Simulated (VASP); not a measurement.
A run of VASP 6.6.1:

File INCAR:

```
ALGO = Normal
EDIFF = 1E-7
EDIFFG = -0.01
ENCUT = 600
GGA = PE
IBRION = 2
ISIF = 3
ISMEAR = 0
LASPH = True
LCHARG = False
LREAL = Auto
LWAVE = False
NELM = 80
NSW = 100
PREC = Accurate
SIGMA = 0.1
```

KPOINTS

```
k-points
0
Gamma
  6 6 6
```

Contents of POSCAR:

```
CsSi6P8
1.0
    0.0000000000      5.4822731517      5.4822731517
    5.4822731517      0.0000000000      5.4822731517
    5.4822731517      5.4822731517      0.0000000000
Cs Si P
1 6 8
Direct
    0.5000000000      0.5000000000      0.5000000000
    0.5000000000      0.0000000000      0.5000000000
    0.5000000000      0.0000000000      0.0000000000
    0.0000000000      0.0000000000      0.5000000000
    0.0000000000      0.5000000000      0.0000000000
    0.0000000000      0.5000000000      0.5000000000
    0.5000000000      0.5000000000      0.0000000000
    0.8664303599      0.4007089204      0.8664303599
    0.1335696401      0.1335696401      0.1335696401
    0.8664303599      0.8664303599      0.8664303599
    0.5992910796      0.1335696401      0.1335696401
    0.8664303599      0.8664303599      0.4007089204
    0.4007089204      0.8664303599      0.8664303599
    0.1335696401      0.1335696401      0.5992910796
    0.1335696401      0.5992910796      0.1335696401
```

Potentials or basis: VASP PAW PBE potentials, release 64 (Cs_sv, Si, P).

Launch:

```console
$ cat potpaw_PBE.64/Cs_sv/POTCAR potpaw_PBE.64/Si/POTCAR potpaw_PBE.64/P/POTCAR > POTCAR
$ mpirun -np 1 vasp_std > vasp.out
```

Hardware: 1 thread of Oxide Virtual Turin-like Processor, with other jobs on the host.

Q: How long does it take, and how much memory?

A: It took 45 min on 1 thread of Oxide Virtual Turin-like Processor, with other jobs on the host, peak memory 0.67 GiB. Counts: scf iterations 60, k points 16, ion steps 7.
